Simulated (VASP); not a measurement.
Wanted: the native input for a VASP 6.6.1 run.

| Quantity | Value |
| --- | --- |
| Task | relaxation of cell and atoms |
| Functional | PBEsol |
| Potentials or basis | VASP PAW PBE potentials, release 64 (Hf_pv, N) |
| Cutoff | 600 eV |
| k mesh | 18 × 18 × 18 |
| Occupations | fermi-dirac, width 0.05 eV |
| Spin | no spin polarisation |
| Target pressure | 2 GPa |
| Dipole correction | no |
| Further INCAR settings | ALGO = Normal; EDIFF = 1e-06; IBRION = 2; EDIFFG = -0.002; NSW = 100; ISIF = 3 |

The structure of HfN lies in POSCAR:

```
HfN
1.0
    0.0000000000      2.2509011588      2.2509011588
    2.2509011588      0.0000000000      2.2509011588
    2.2509011588      2.2509011588      0.0000000000
Hf N
1 1
Direct
    0.0000000000      0.0000000000      0.0000000000
    0.5000000000      0.5000000000      0.5000000000
```

These files were run (other wordings do the same):

INCAR

```
SYSTEM = HfN
PREC = Accurate
ENCUT = 600
EDIFF = 1E-6
ISMEAR = -1
SIGMA = 0.05
LREAL = .FALSE.
LASPH = .TRUE.
NELM = 80
ALGO = Normal
ISIF = 3
LWAVE = .FALSE.
LCHARG = .FALSE.
GGA = PS
IBRION = 2
NSW = 100
EDIFFG = -0.002
PSTRESS = 20.0
```

KPOINTS

```
regular mesh
0
G
  18 18 18
  0 0 0
```

Potentials or basis: VASP PAW PBE potentials, release 64 (Hf_pv, N).

The run is started by

```sh
$ cat potpaw_PBE.64/Hf_pv/POTCAR potpaw_PBE.64/N/POTCAR > POTCAR
$ mpirun -np 1 vasp_std > vasp.out
```

Results of the run:

```json
{
  "Relaxed volume": "11.24 Å³/atom",
  "Relaxed cell": "a = 3.168 Å, b = 3.168 Å, c = 3.168 Å, α = 60.00°, β = 60.00°, γ = 60.00°",
  "Space group after relaxing (to 0.05 Å)": "Fm-3m (No. 225)",
  "Energy change on relaxing (the enthalpy is what falls)": "-0.2 meV/atom",
  "Ionic steps": "5",
  "Pressure after relaxing": "2.0 GPa"
}
```

Caveat: the cell is relaxed towards a set pressure, so the enthalpy falls and the energy may rise; the PAW data sets were made with another functional, which shifts forces and pressure a little.

Run time: 4.4 min on 1 thread of Intel(R) Xeon(R) Platinum 8259CL CPU @ 2.50GHz (Skylake/Cascade Lake) (shared host), peak memory 0.22 GiB.
